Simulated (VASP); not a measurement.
# PbS (I4mm) in VASP: a series of runs, part 2 of 2

VASP 6.6.1. Earlier steps stand in the parts before.

**4. Single point, LDA (all S atoms moved +0.188 Å, as atom 2 along Cartesian [0 0 1])**

INCAR reads:

```
  PREC = Accurate
  ENCUT = 520
  EDIFF = 1E-7
  ISMEAR = 0
  SIGMA = 0.03
  LREAL = False
  LASPH = True
  NELM = 100
  ALGO = Normal
  ISIF = 2
  LWAVE = False
  LCHARG = False
  NBANDS = 17
```

KPOINTS reads:

```
regular mesh
0
Gamma
  10 10 10
```

POSCAR reads:

```
PbS
1.0
    0.0000000000      2.9650000000      2.9650000000
    2.9650000000      0.0000000000      2.9650000000
    2.9650000000      2.9650000000      0.0000000000
Pb S
1 1
Direct
    0.0000000000      0.0000000000      0.0000000000
    0.5316188870      0.5316188870      0.4683811130
```

Potentials or basis: VASP PAW LDA potentials, release 64 (Pb_d, S).

Command:

```bash
cat potpaw_LDA.64/Pb_d/POTCAR potpaw_LDA.64/S/POTCAR > POTCAR
mpirun -np 1 vasp_std > vasp.out
```

OUTCAR:

```text
PREC = Accurate
   ENCUT = 520
   EDIFF = 1E-7
   ISMEAR = 0
   LREAL = False
   LASPH = True
   NELM = 100
   ISIF = 2

 ion  position               nearest neighbor table
   1  0.000  0.000  0.000-   2 2.78   2 2.97   2 2.97   2 2.97   2 2.97   2 3.15
   2  0.532  0.532  0.468-   1 2.78   1 2.97   1 2.97   1 2.97   1 2.97   1 3.15

  LATTYP: Found a face centered cubic cell.
 ALAT       =     5.9300000000

  Lattice vectors:

 A1 = (   0.0000000000,   2.9650000000,   2.9650000000)
 A2 = (   2.9650000000,   0.0000000000,   2.9650000000)
 A3 = (   2.9650000000,   2.9650000000,   0.0000000000)

Analysis of symmetry for initial positions (statically):
=====================================================================
 Subroutine PRICEL returns:
 Original cell was already a primitive cell.

 Routine SETGRP: Setting up the symmetry group for a
 face centered cubic supercell.

 Subroutine GETGRP returns: Found  8 space group operations
 (whereof  8 operations were pure point group operations)
 out of a pool of 48 trial point group operations.

The static configuration has the point symmetry C_4v.

Analysis of symmetry for dynamics (positions and initial velocities):
=====================================================================
 Subroutine PRICEL returns:
 Original cell was already a primitive cell.

 Routine SETGRP: Setting up the symmetry group for a
 face centered cubic supercell.

 Subroutine GETGRP returns: Found  8 space group operations
 (whereof  8 operations were pure point group operations)
 out of a pool of 48 trial point group operations.

The dynamic configuration has the point symmetry C_4v.

 Subroutine INISYM returns: Found  8 space group operations
 (whereof  8 operations are pure point group operations),
 and found     1 'primitive' translations

----------------------------------------------------------------------------------------

                                     Primitive cell

  volume of cell :      52.1320

  direct lattice vectors                    reciprocal lattice vectors
     0.000000000  2.965000000  2.965000000    -0.168634064  0.168634064  0.168634064
     2.965000000  0.000000000  2.965000000     0.168634064 -0.168634064  0.168634064
     2.965000000  2.965000000  0.000000000     0.168634064  0.168634064 -0.168634064

  length of vectors
     4.193143212  4.193143212  4.193143212     0.292082767  0.292082767  0.292082767

  position of ions in fractional coordinates (direct lattice)
     0.000000000  0.000000000  0.000000000
     0.531618887  0.531618887  0.468381113

  ion indices of the primitive-cell ions
   primitive index   ion index
                 1           1
                 2           2

----------------------------------------------------------------------------------------

 KPOINTS: regular mesh

Automatic generation of k-mesh.
 Grid dimensions read from file:
 generate k-points for:   10   10   10

 Generating k-lattice:

  Cartesian coordinates                     Fractional coordinates (reciprocal lattice)
    -0.016863406  0.016863406  0.016863406     0.100000000  0.000000000  0.000000000
     0.016863406 -0.016863406  0.016863406     0.000000000  0.100000000  0.000000000
     0.016863406  0.016863406 -0.016863406     0.000000000  0.000000000  0.100000000

  Length of vectors
     0.029208277  0.029208277  0.029208277

  Shift w.r.t. Gamma in fractional coordinates (k-lattice)
     0.000000000  0.000000000  0.000000000

 Subroutine IBZKPT returns following result:
 ===========================================

 Found    102 irreducible k-points:

 Following reciprocal coordinates:
            Coordinates               Weight
  0.000000  0.000000  0.000000      1.000000
  0.100000  0.000000  0.000000      8.000000
  0.200000  0.000000  0.000000      8.000000
  0.300000  0.000000  0.000000      8.000000
  0.400000  0.000000  0.000000      8.000000
  0.500000  0.000000  0.000000      4.000000
[... 16 lines left out ...]
 -0.100000  0.100000  0.000000      4.000000
  0.000000 -0.100000  0.100000      8.000000
 [... further k-points ...]
   k-points           NKPTS =    102   k-points in BZ     NKDIM =    102   number of bands    NBANDS=     17
   number of dos      NEDOS =    301   number of ions     NIONS =      2
   total plane-waves  NPLWV =  32768
   dimension x,y,z NGX =    32 NGY =   32 NGZ =   32
   dimension x,y,z NGXF=    64 NGYF=   64 NGZF=   64
   ions per type =               1   1
   NGX,Y,Z   is equivalent  to a cutoff of  12.69, 12.69, 12.69 a.u.
   NGXF,Y,Z  is equivalent  to a cutoff of  25.37, 25.37, 25.37 a.u.
 SYSTEM =  unknown system
   PREC   = accura    normal or accurate (medium, high low for compatibility)
   ISTART =      0    job   : 0-new  1-cont  2-samecut
   ICHARG =      2    charge: 1-file 2-atom 10-const
   ISPIN  =      1    spin polarized calculation?
   LNONCOLLINEAR =      F non collinear calculations
   LSORBIT =      F    spin-orbit coupling
   LASPH  =      T    aspherical Exc in radial PAW
   ENCUT  =  520.0 eV  38.22 Ry    6.18 a.u.   7.80  7.80  7.80*2*pi/ulx,y,z
   NELM   =    100;   NELMIN=  2; NELMDL= -5     # of ELM steps
   EDIFF  = 0.1E-06   stopping-criterion for ELM
   LREAL  =      F    real-space projection
   EDIFFG = 0.1E-05   stopping-criterion for IOM
   NSW    =      0    number of steps for IOM
   IBRION =     -1    ionic relax: 0-MD 1-quasi-New 2-CG
   NFREE  =      0    steps in history (QN), initial steepest desc. (CG)
   ISIF   =      2    stress and relaxation
   ISYM   =      2    0-nonsym 1-usesym 2-fastsym
   POTIM  = 0.5000    time-step for ionic-motion
   TEBEG  =    0.0;   TEEND  =   0.0 temperature during run
   PSTRESS=    0.0 pullay stress
   NELECT =      20.0000    total number of electrons
   NUPDOWN=      -1.0000    fix difference up-down
   EMIN   =  10.00;   EMAX   =-10.00  energy-range for DOS
   EFERMI =   0.00;   METHOD = LEGACY
   ISMEAR =     0;   SIGMA  =   0.03  broadening in eV -4-tet -1-fermi 0-gaus
   EFERMI_NEDOS =   21; number of points for ismear=-14 and -15
   IALGO  =     38    algorithm
   IMIX   =      4    mixing-type and parameters
     AMIX     =   0.40;   BMIX     =  1.00
     AMIX_MAG =   1.60;   BMIX_MAG =  1.00
  volume/ion in A,a.u.               =      26.07       175.90
  Fermi-wavevector in a.u.,A,eV,Ry     =   1.189552  2.247928 19.252709  1.415034
  Thomas-Fermi vector in A             =   2.325657
   LORBIT       =      0    0 simple, 1 ext, 2 COOP (PROOUT), +10 PAW based schemes
   GGA     = CA    functional components
   LHFCALC =     F    Hartree Fock is set to
   AEXX    =    0.0000 exact exchange contribution
   IVDW    =     0    specifies the selected vdW correction
   LEPSILON=     F    determine dielectric tensor
   LRPA    =     F    only Hartree local field effects (RPA)
 non-spin polarized calculation
 Gauss-broadening in eV      SIGMA  =   0.03
  energy-cutoff  :      520.00
  volume of cell :       52.13
 maximum number of plane-waves:      1422
   NGX = 15   NGY = 15   NGZ = 15

 number of electron      19.9999998 magnetization

 Free energy of the ion-electron system (eV)
  ---------------------------------------------------
  ext. energy  EPLUGINS =         0.00000000
  ---------------------------------------------------
  free energy    TOTEN  =        -9.97477373 eV

  energy without entropy =       -9.97477373  energy(sigma->0) =       -9.97477373

 E-fermi :   5.6393     XC(G=0): -10.0260

 val. band max:        5.4253157401   @ k =   0.5000   0.0000   0.0000
 cond. band min:       6.0216267300   @ k =   0.5000   0.0000   0.0000
 fundamental gap:      0.5963109898
 Fermi energy:         5.6393109902

 k-point     1 :       0.0000    0.0000    0.0000
  band No.  band energies     occupation
      1     -11.1583      2.00000
      2     -11.1517      2.00000
      3     -11.1517      2.00000
      4     -11.1504      2.00000
      5     -11.1487      2.00000
      6      -8.0155      2.00000
[... 9 lines left out ...]
     16      12.5059      0.00000
     17      14.0466      0.00000

 k-point     2 :       0.1000    0.0000    0.0000
  band No.  band energies     occupation
      1     -11.1574      2.00000
      2     -11.1534      2.00000
      3     -11.1526      2.00000
      4     -11.1480      2.00000
      5     -11.1461      2.00000
      6      -7.9273      2.00000
[... 9 lines left out ...]
     16      12.6302      0.00000
     17      14.8975      0.00000
[... 421 lines left out ...]
 k-point    24 :       0.0000   -0.1000    0.1000
  band No.  band energies     occupation
      1     -11.1605      2.00000
      2     -11.1562      2.00000
      3     -11.1542      2.00000
      4     -11.1468      2.00000
      5     -11.1358      2.00000
      6      -7.7826      2.00000
[... 9 lines left out ...]
     16      13.2824      0.00000
     17      14.9724      0.00000

 [... further k-points ...]
[... 5 lines left out ...]
  --------------------------------------------------------------------------------------
  -------------------------------------------------------------------------------------
  Total       -0.7893374     -0.7893374     -0.3375944      0.0000000     -0.0000000      0.0000000
  in kB      -24.2587927    -24.2587927    -10.3753265      0.0000000     -0.0000000      0.0000000
  external PRESSURE =     -19.6309706 kB  Pullay stress =       0.0000000 kB

 VOLUME and BASIS-vectors are now :
 -----------------------------------------------------------------------------
  energy-cutoff  :      520.00
  volume of cell :       52.13
      direct lattice vectors                 reciprocal lattice vectors
     0.000000000  2.965000000  2.965000000    -0.168634064  0.168634064  0.168634064
     2.965000000  0.000000000  2.965000000     0.168634064 -0.168634064  0.168634064
     2.965000000  2.965000000  0.000000000     0.168634064  0.168634064 -0.168634064

 POSITION                                       TOTAL-FORCE (eV/Angst)
 -----------------------------------------------------------------------------------
      0.00000      0.00000      0.00000         0.000000      0.000000      0.124151
      2.96500      2.96500      3.15250         0.000000      0.000000     -0.124151
 -----------------------------------------------------------------------------------
    total drift:                                0.000000      0.000000     -0.000026

  FREE ENERGIE OF THE ION-ELECTRON SYSTEM (eV)
  ---------------------------------------------------
  free  energy   TOTEN  =        -9.9747737258 eV

  energy  without entropy=       -9.9747737258  energy(sigma->0) =       -9.97477373
```

Wall time 51 s (1 thread of Intel Xeon 6975P-C (Granite Rapids), shared host); peak memory 0.21 GiB.

Results:

```
Free energy            : -9.9748 eV
Pressure               : -2.0 GPa
Largest force          : 0.124 eV/Å
Band gap on the k mesh : 0.60 eV, direct
```

Forces on the atoms (eV/Å):
```
Pb   0.000  0.000  0.124
S    0.000  0.000 -0.124
```

Stress tensor (GPa, compression positive):
```
-2.43  0.00  0.00
 0.00 -2.43  0.00
 0.00  0.00 -1.04
```

Caveat: the cell differs from its parent crystal (all S atoms moved +0.188 Å, as atom 2 along Cartesian [0 0 1]); spin-orbit coupling is left out, which moves the levels of the heavy elements. A k mesh can miss the band edges.
